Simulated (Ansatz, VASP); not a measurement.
# MgH2: VASP beside Ansatz

Contents of INCAR:

```
SYSTEM = MgH2
ALGO = Normal ; EDIFF = 1E-6
ENCUT = 520 ; GGA = PE
ISIF = 2 ; ISMEAR = -1
LASPH = .True. ; LCHARG = .False.
LREAL = .False. ; LWAVE = .False.
NBANDS = 13 ; NELM = 80
PREC = Accurate ; SIGMA = 0.1
```

KPOINTS

```
k-points
0
Gamma
  6 6 8
  0 0 0
```

The input POSCAR:

```
MgH2
1.0
    4.5701059500      0.0000000000      0.0000000000
    0.0000000000      4.5701059500      0.0000000000
    0.0000000000      0.0000000000      3.0561470500
H Mg
4 2
Direct
    0.3060000000      0.3060000000      0.0000000000
    0.1940000000      0.8060000000      0.5000000000
    0.6940000000      0.6940000000      0.0000000000
    0.8060000000      0.1940000000      0.5000000000
    0.0000000000      0.0000000000      0.0000000000
    0.5000000000      0.5000000000      0.5000000000
```

Input for Ansatz:

```yaml
crystal:
  lattice:
    - [4.57010595, 0.0, 0.0]
    - [0.0, 4.57010595, 0.0]
    - [0.0, 0.0, 3.05614705]
  atoms:
    - { symbol: H, position: [0.306, 0.306, 0.0] }
    - { symbol: H, position: [0.194, 0.806, 0.5] }
    - { symbol: H, position: [0.694, 0.694, 0.0] }
    - { symbol: H, position: [0.806, 0.194, 0.5] }
    - { symbol: Mg, position: [0.0, 0.0, 0.0] }
    - { symbol: Mg, position: [0.5, 0.5, 0.5] }
  symmetry: { tolerance: 0.0003 }
kpoints:
  mp_grid: { grid: [6, 6, 8], shift: [0, 0, 0] }
  band_path:
    path:
      - [0.0, 0.0, 0.0]
      - [0.0, 0.5, 0.0]
      - [0.5, 0.5, 0.0]
      - [0.0, 0.0, 0.0]
      - [0.0, 0.0, 0.5]
      - [0.0, 0.5, 0.5]
      - [0.5, 0.5, 0.5]
      - [0.0, 0.0, 0.5]
      - [0.0, 0.5, 0.0]
      - [0.0, 0.5, 0.5]
      - [0.5, 0.5, 0.0]
    npoints: 6
magnetization:
  spin_polarized: false
scf:
  occupations: { method: fermi_dirac }
  lower_state_search: "off"
  max_iter: 200
hamiltonian:
  pseudopotentials: { kind: paw }
  xc: pbe
basis:
  ecutwfc: 420
  fft_grid_basis: typed
output:
  forces: true
  stress: true
  eigenvalues: true
  bader: true
  populations: true
  elf: true
  write_potential: true
  volumetric_format: npy
  dos:
    e_range: [-12, 8]
    de: 0.05
    projected: { site_lists: { H: [H], Mg: [Mg] } }
checkpoint:
  read: saved_state
```

Alike in both runs: task single point; functional PBE; k mesh 6 × 6 × 8; no spin polarisation.

|  | VASP | Ansatz |
| --- | --- | --- |
| version | VASP 6.6.1 | Ansatz 0.2.0 |
| potentials or method | VASP PAW PBE potentials, release 64 (H, Mg), cutoff 520 eV | PAW plane waves |
| occupations | fermi-dirac, width 0.1 eV | fermi-dirac |
| valence electrons in the cell | 8 | 24 |

Ansatz gave:

| Item | Value |
| --- | --- |
| gap on the k mesh at the Fermi level (eV) | 3.72 |
| pressure (GPa) | -1.8 |
| traceless stress, the component that is largest in VASP (GPa) | -0.53 |
| rms of the force components (eV/Å) | 0.020 |

Q: Estimate VASP's values.

A: gap on the k mesh at the Fermi level (eV): 3.71; pressure (GPa): -2.1; traceless stress, the component that is largest in VASP (GPa): -0.58; rms of the force components (eV/Å): 0.021.

Atom by atom the forces differ by 0.000 eV/Å (rms over components). VASP's potentials hold 8 valence electrons a cell and Ansatz's 24, so a difference there can come from the potentials and not from the codes.
